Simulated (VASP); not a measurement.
Set up this calculation in VASP 6.6.1, as the native input.

| Quantity | Value |
| --- | --- |
| Task | single point |
| Functional | PBE |
| Dispersion | D3(BJ) |
| Potentials or basis | VASP PAW PBE potentials, release 64 (Mo_sv, S) |
| Cutoff | 500 eV |
| k mesh | 12 × 12 × 6 |
| Occupations | gaussian, width 0.05 eV |
| Spin | no spin polarisation |
| Dipole correction | no |
| Further INCAR settings | ALGO = Normal; EDIFF = 1e-06; NBANDS = 20 |

The structure of MoS2 lies in POSCAR:

```
MoS2
1.0
    3.0904975307      0.0000000000      0.0000000000
   -1.5452487654      2.6764493719      0.0000000000
    0.0000000000      0.0000000000      6.3485000276
Mo S
1 2
Direct
    0.0000000000      0.0000000000      0.0000000000
    0.3333333333      0.6666666667      0.2357940733
    0.3333333333      0.6666666667      0.7642059267
```

The input as run:

INCAR

```
SYSTEM = MoS2
PREC = Accurate
ENCUT = 500
EDIFF = 1E-6
ISMEAR = 0
SIGMA = 0.05
LREAL = .FALSE.
LASPH = .TRUE.
NELM = 120
ALGO = Normal
ISIF = 2
LWAVE = .FALSE.
LCHARG = .FALSE.
GGA = PE
IVDW = 12
NBANDS = 20
GGA_COMPAT = .FALSE.
```

KPOINTS

```
Automatic mesh
0
G
  12 12 6
  0 0 0
```

Potentials or basis: VASP PAW PBE potentials, release 64 (Mo_sv, S).

Command:

```console
$ cat potpaw_PBE.64/Mo_sv/POTCAR potpaw_PBE.64/S/POTCAR > POTCAR
$ mpirun -np 1 vasp_std > vasp.out
```

It gave:

```yaml
Pressure: 14.3 GPa
Largest_force: 1.854 eV/Å
Band_gap_on_the_k_mesh: 1.03 eV (least direct gap 1.81 eV)
Dispersion_energy_per_atom: -0.432 eV
```

Caveat: the cell stands under pressure; forces of over 1 eV/Å act on the atoms, so gaps and moduli don't describe the material at rest.

Run time: 79 s on 1 thread of Intel Xeon 8259CL (shared host), peak memory 0.23 GiB.
